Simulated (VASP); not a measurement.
# Si6Ge (P6/mmm) in VASP: single point with PBE

Aim: the single point of Si6Ge with PBE.

All numbers are computed with VASP 6.6.1; they aren't measurements. Logs are shortened: lines on timing, memory, paths and dates and some standing lists are left out, and cuts for length are marked.

### Step 1. The cell of the first run

It takes space group P6/mmm (No. 191, hexagonal). The conventional cell has a = 5.213 Å, b = 5.213 Å, c = 4.968 Å, α = 90.00°, β = 90.00°, γ = 120.00°. Si (site symmetry 2mm) has 6 Si at 2.46 to 2.61 Å and 2 Ge at 2.89 Å within 3.3 Å. Ge (site symmetry 6/mmm) has 12 Si at 2.89 Å within 3.8 Å.

### Step 2. Single point, PBE

Input file INCAR:

```
SYSTEM = Si6Ge
PREC = Accurate
ENCUT = 520
EDIFF = 1E-6
ISMEAR = 0
SIGMA = 0.1
LREAL = .FALSE.
LASPH = .TRUE.
NELM = 60
ALGO = Normal
ISIF = 2
LWAVE = .FALSE.
LCHARG = .FALSE.
GGA = PE
NBANDS = 28
```

Input file KPOINTS:

```
Automatic mesh
0
G
  6 6 6
  0 0 0
```

Input file POSCAR:

```
Si6Ge
1.0
    5.2125519938      0.0000000000      0.0000000000
   -2.6062759969      4.5142024451      0.0000000000
    0.0000000000      0.0000000000      4.9682807494
Si Ge
6 1
Direct
    0.5000000000      0.5000000000      0.2478888492
    0.5000000000      0.0000000000      0.2478888492
    0.0000000000      0.5000000000      0.2478888492
    0.5000000000      0.5000000000      0.7521111508
    0.5000000000      0.0000000000      0.7521111508
    0.0000000000      0.5000000000      0.7521111508
    0.0000000000      0.0000000000      0.5000000000
```

Potentials or basis: VASP PAW PBE potentials, release 64 (Si, Ge_d).

Started as:

```sh
$ cat potpaw_PBE.64/Si/POTCAR potpaw_PBE.64/Ge_d/POTCAR > POTCAR
$ mpirun -np 1 vasp_std > vasp.out
```

OUTCAR:

```text
SYSTEM = Si6Ge
   PREC = Accurate
   ENCUT = 520
   EDIFF = 1E-6
   ISMEAR = 0
   LREAL = .FALSE.
   LASPH = .TRUE.
   NELM = 60
   ISIF = 2
   GGA = PE

 ion  position               nearest neighbor table
   1  0.500  0.500  0.248-   4 2.46   4 2.51   2 2.61   2 2.61   3 2.61   3 2.61   7 2.89   7 2.89

   2  0.500  0.000  0.248-   5 2.46   5 2.51   3 2.61   1 2.61   1 2.61   3 2.61   7 2.89   7 2.89

   3  0.000  0.500  0.248-   6 2.46   6 2.51   2 2.61   2 2.61   1 2.61   1 2.61   7 2.89   7 2.89

   4  0.500  0.500  0.752-   1 2.46   1 2.51   5 2.61   5 2.61   6 2.61   6 2.61   7 2.89   7 2.89

   5  0.500  0.000  0.752-   2 2.46   2 2.51   6 2.61   4 2.61   4 2.61   6 2.61   7 2.89   7 2.89

   6  0.000  0.500  0.752-   3 2.46   3 2.51   5 2.61   5 2.61   4 2.61   4 2.61   7 2.89   7 2.89

   7  0.000  0.000  0.500-   1 2.89   3 2.89   4 2.89   6 2.89   3 2.89   6 2.89   1 2.89   4 2.89
                             2 2.89   5 2.89   5 2.89   2 2.89

  LATTYP: Found a hexagonal cell.
 ALAT       =     5.2125519938
 C/A-ratio  =     0.9531378786

  Lattice vectors:

 A1 = (   5.2125519938,   0.0000000000,   0.0000000000)
 A2 = (  -2.6062759969,   4.5142024451,   0.0000000000)
 A3 = (   0.0000000000,   0.0000000000,   4.9682807494)

Analysis of symmetry for initial positions (statically):
=====================================================================
 Subroutine PRICEL returns:
 Original cell was already a primitive cell.

 Routine SETGRP: Setting up the symmetry group for a
 hexagonal supercell.

 Subroutine GETGRP returns: Found 24 space group operations
 (whereof 24 operations were pure point group operations)
 out of a pool of 24 trial point group operations.

The static configuration has the point symmetry D_6h.

Analysis of symmetry for dynamics (positions and initial velocities):
=====================================================================
 Subroutine PRICEL returns:
 Original cell was already a primitive cell.

 Routine SETGRP: Setting up the symmetry group for a
 hexagonal supercell.

 Subroutine GETGRP returns: Found 24 space group operations
 (whereof 24 operations were pure point group operations)
 out of a pool of 24 trial point group operations.

The dynamic configuration has the point symmetry D_6h.

 Subroutine INISYM returns: Found 24 space group operations
[... 108 lines left out ...]
   LREAL  =      F    real-space projection
   EDIFFG = 0.1E-04   stopping-criterion for IOM
   NSW    =      0    number of steps for IOM
   IBRION =     -1    ionic relax: 0-MD 1-quasi-New 2-CG
   NFREE  =      0    steps in history (QN), initial steepest desc. (CG)
   ISIF   =      2    stress and relaxation
   ISYM   =      2    0-nonsym 1-usesym 2-fastsym
   POTIM  = 0.5000    time-step for ionic-motion
   TEBEG  =    0.0;   TEEND  =   0.0 temperature during run
   PSTRESS=    0.0 pullay stress
   NELECT =      38.0000    total number of electrons
   NUPDOWN=      -1.0000    fix difference up-down
   EMIN   =  10.00;   EMAX   =-10.00  energy-range for DOS
   EFERMI =   0.00;   METHOD = LEGACY
   ISMEAR =     0;   SIGMA  =   0.10  broadening in eV -4-tet -1-fermi 0-gaus
   EFERMI_NEDOS =   21; number of points for ismear=-14 and -15
   IALGO  =     38    algorithm
   IMIX   =      4    mixing-type and parameters
     AMIX     =   0.40;   BMIX     =  1.00
     AMIX_MAG =   1.60;   BMIX_MAG =  1.00
  volume/ion in A,a.u.               =      16.70       112.70
  Fermi-wavevector in a.u.,A,eV,Ry     =   1.125616  2.127105 17.238730  1.267011
  Thomas-Fermi vector in A             =   2.262294
   LORBIT       =      0    0 simple, 1 ext, 2 COOP (PROOUT), +10 PAW based schemes
   GGA     = PE    functional components
   LHFCALC =     F    Hartree Fock is set to
   AEXX    =    0.0000 exact exchange contribution
   IVDW    =     0    specifies the selected vdW correction
   LEPSILON=     F    determine dielectric tensor
   LRPA    =     F    only Hartree local field effects (RPA)
 non-spin polarized calculation
 Gauss-broadening in eV      SIGMA  =   0.10
  energy-cutoff  :      520.00
  volume of cell :      116.91
 maximum number of plane-waves:      3199
 NGX is ok and might be reduce to    40
   NGX = 19   NGY = 19   NGZ = 19

 number of electron      37.9999991 magnetization

 Free energy of the ion-electron system (eV)
  ---------------------------------------------------
  ext. energy  EPLUGINS =         0.00000000
  ---------------------------------------------------
  free energy    TOTEN  =       -34.32510107 eV

  energy without entropy =      -34.31010416  energy(sigma->0) =      -34.31760262

 E-fermi :   8.0587     XC(G=0): -10.6192

 val. band max:        8.0534993110   @ k =   0.1667  -0.0000   0.1667
 cond. band min:       8.0988614343   @ k =   0.3333   0.1667   0.5000
 fundamental gap:      0.0453621233
 Fermi energy:         8.0587213030

 k-point     1 :       0.0000    0.0000    0.0000
  band No.  band energies     occupation
      1     -16.7778      2.00000
      2     -16.7778      2.00000
      3     -16.7650      2.00000
      4     -16.7650      2.00000
      5     -16.7580      2.00000
      6      -5.4604      2.00000
[... 733 lines left out ...]
     27      12.3999      0.00000
     28      12.4446      0.00000

 [... further k-points ...]

------------------------ aborting loop because EDIFF is reached ----------------------------------------

  FORCE on cell =-STRESS in cart. coord.  units (eV):
  Direction    XX          YY          ZZ          XY          YZ          ZX
  --------------------------------------------------------------------------------------
  -------------------------------------------------------------------------------------
  Total       -0.0359620     -0.0359620     -0.0479041      0.0000000     -0.0000000      0.0000000
  in kB       -0.4928525     -0.4928525     -0.6565165      0.0000000     -0.0000000      0.0000000
  external PRESSURE =      -0.5474071 kB  Pullay stress =       0.0000000 kB

 VOLUME and BASIS-vectors are now :
 -----------------------------------------------------------------------------
  energy-cutoff  :      520.00
  volume of cell :      116.91
      direct lattice vectors                 reciprocal lattice vectors
     5.212551994  0.000000000  0.000000000     0.191844609  0.110761537  0.000000000
    -2.606275997  4.514202445  0.000000000     0.000000000  0.221523073  0.000000000
     0.000000000  0.000000000  4.968280749     0.000000000  0.000000000  0.201276870

 POSITION                                       TOTAL-FORCE (eV/Angst)
 -----------------------------------------------------------------------------------
      1.30314      2.25710      1.23158         0.000000      0.000000     -0.004140
      2.60628      0.00000      1.23158         0.000000      0.000000     -0.004140
     -1.30314      2.25710      1.23158         0.000000      0.000000     -0.004140
      1.30314      2.25710      3.73670        -0.000000      0.000000      0.004140
      2.60628      0.00000      3.73670         0.000000     -0.000000      0.004140
     -1.30314      2.25710      3.73670        -0.000000     -0.000000      0.004140
      0.00000      0.00000      2.48414         0.000000     -0.000000      0.000000
 -----------------------------------------------------------------------------------
    total drift:                               -0.000000      0.000000     -0.000000

  FREE ENERGIE OF THE ION-ELECTRON SYSTEM (eV)
  ---------------------------------------------------
  free  energy   TOTEN  =       -34.3251010733 eV

  energy  without entropy=      -34.3101041598  energy(sigma->0) =      -34.31760262
```

stdout:

```text
POSCAR found type information on POSCAR SiGe
 POSCAR found :  2 types and       7 ions
 scaLAPACK will be used
 LDA part: xc-table for (Slater+PW92), standard interpolation
 POSCAR, INCAR and KPOINTS ok, starting setup
 FFT: planning ... GRIDC
 FFT: planning ... GRID_SOFT
 FFT: planning ... GRID
 WAVECAR not read
 entering main loop
```

It took 66 s on 1 thread of AMD EPYC 7R13 (Zen 3), shared host; peak memory 0.24 GiB.

Results:

```
Free energy            : -34.3251 eV
Pressure               : -0.1 GPa
Largest force          : 0.004 eV/Å
Band gap on the k mesh : zero (bands 19 and 20 overlap by 1.64 eV)
```

Forces in eV/Å, atoms in the order of the input:
```
Si   0.000  0.000 -0.004
Si   0.000  0.000 -0.004
Si   0.000  0.000 -0.004
Si   0.000  0.000  0.004
Si   0.000  0.000  0.004
Si   0.000  0.000  0.004
Ge   0.000  0.000  0.000
```

The gap in the log of VASP goes by the Fermi energy; the results here count the filled bands.